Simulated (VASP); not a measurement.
## ZrB2: single point with LDA

Crystal: ZrB2.

```
Zr B
1.0
     3.17000    0.00000    0.00000
    -1.58500    2.74530    0.00000
     0.00000    0.00000    3.53300
Zr B
1 2
Direct
  0.00000 0.00000 0.00000
  0.33333 0.66667 0.50000
  0.66667 0.33333 0.50000
```

```yaml
Program: VASP 6.6.1
Task: single point
Functional: LDA
Potentials_or_basis: VASP PAW LDA potentials, release 64 (Zr_sv, B)
Cutoff: 520 eV
k_mesh: 10 × 10 × 8
Occupations: fermi-dirac, width 0.05 eV
Spin: no spin polarisation
```

* Pressure: -8.3 GPa
* Band gap on the k mesh: zero (band 9 reaches 11.02 eV, above the bottom of band 10 at 10.22 eV)

Stress tensor (GPa, compression positive):
```
-8.64  0.00  0.00
 0.00 -8.64  0.00
 0.00  0.00 -7.71
```

Levels at points of the mesh, in eV from the Fermi level:
| k point | band 6 | band 7 | band 8 | band 9 | band 10 | band 11 | band 12 | band 13 |
| --- | --- | --- | --- | --- | --- | --- | --- | --- |
| (0.00, 0.00, 0.00) | -2.53 | -2.53 | -2.49 | -2.20 | 3.47 | 3.47 | 4.24 | 4.24 |
| (0.50, 0.00, 0.00) | -8.23 | -3.79 | -2.93 | -2.59 | 2.35 | 2.38 | 5.00 | 5.09 |
| (0.00, 0.00, 0.50) | -6.82 | -0.85 | -0.85 | 0.41 | 0.41 | 0.85 | 0.85 | 1.89 |
| (0.50, 0.00, 0.50) | -6.77 | -4.49 | -4.02 | -1.84 | 3.80 | 4.28 | 5.38 | 6.35 |

Wall time 45 s on 1 thread of AMD EPYC 7R13 Processor (Zen 3) (shared host), peak memory 0.12 GiB.
